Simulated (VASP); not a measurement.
Set up this calculation in VASP 6.6.1, as the native input.

- Task: single point
- Functional: PBE
- Potentials or basis: VASP PAW PBE potentials, release 64 (Fe, O)
- Cutoff: 520 eV
- k mesh: 6 × 6 × 6
- Occupations: gaussian, width 0.02 eV
- Spin: collinear spin, ferromagnetic start
- Starting moments: [4.39, 4.39, 4.39, 4.39, 0.41, 0.41, 0.41, 0.41, 0.41, 0.41] μB
- Hubbard terms: Fe d U = 5.3 eV
- Dipole correction: no
- Further INCAR settings: ALGO = Normal; EDIFF = 1e-06; NBANDS = 49

The structure of Fe2O3 lies in POSCAR:

```
Fe2O3
1.0
    4.4817578085     -2.5876716194     -0.0008005295
    4.4817578085      2.5876716194     -0.0008005295
   -2.9872129980      0.0000000000      4.6485931893
Fe O
4 6
Direct
    0.3546861334      0.8546317693      0.5640497387
    0.1453682307      0.6453138666      0.9359502613
    0.6453138666      0.1453682307      0.4359502613
    0.8546317693      0.3546861334      0.0640497387
    0.5526855511      0.4473144489      0.2500000000
    0.4473144489      0.5526855511      0.7500000000
    0.9472867993      0.7499918884      0.2500313348
    0.2500081116      0.0527132007      0.2499686652
    0.0527132007      0.2500081116      0.7499686652
    0.7499918884      0.9472867993      0.7500313348
```

These files were run (other wordings do the same):

INCAR

```
SYSTEM = Fe2O3
PREC = Accurate
ENCUT = 520
EDIFF = 1E-6
ISMEAR = 0
SIGMA = 0.02
LREAL = .False.
LASPH = .True.
NELM = 150
ALGO = Normal
ISIF = 2
LWAVE = .False.
LCHARG = .False.
ISPIN = 2
MAGMOM = 4.39 4.39 4.39 4.39 0.41 0.41 0.41 0.41 0.41 0.41
LORBIT = 11
LMAXMIX = 4
LDAU = .True.
LDAUTYPE = 2
LDAUL = 2 -1
LDAUU = 5.3 0
LDAUJ = 0 0
LDAUPRINT = 1
GGA = PE
NBANDS = 49
KPAR = 4
```

KPOINTS

```
Automatic mesh
0
Gamma
  6 6 6
  0 0 0
```

Potentials or basis: VASP PAW PBE potentials, release 64 (Fe, O).

Command:

```sh
$ cat potpaw_PBE.64/Fe/POTCAR potpaw_PBE.64/O/POTCAR > POTCAR
$ mpirun -np 4 vasp_std > vasp.out
```

Results of the run:

* Pressure: -5.9 GPa
* Largest force: 0.182 eV/Å
* Band gap on the k mesh: 1.72 eV (least direct gap 1.85 eV)
* Net moment: 20.00 μB per cell
* Site moments: Fe +4.41; O +0.34 μB
* Valence electrons inside the program's atomic spheres: Fe 6.60; O 5.02

Caveat: the cell stands under tension; the run started ferromagnetic, and an antiferromagnetic order may lie lower in energy.

Run time: 5.5 min on 4 MPI ranks on Intel(R) Xeon(R) Platinum 8375C CPU @ 2.90GHz (Ice Lake) (shared host), peak memory 0.63 GiB a rank.
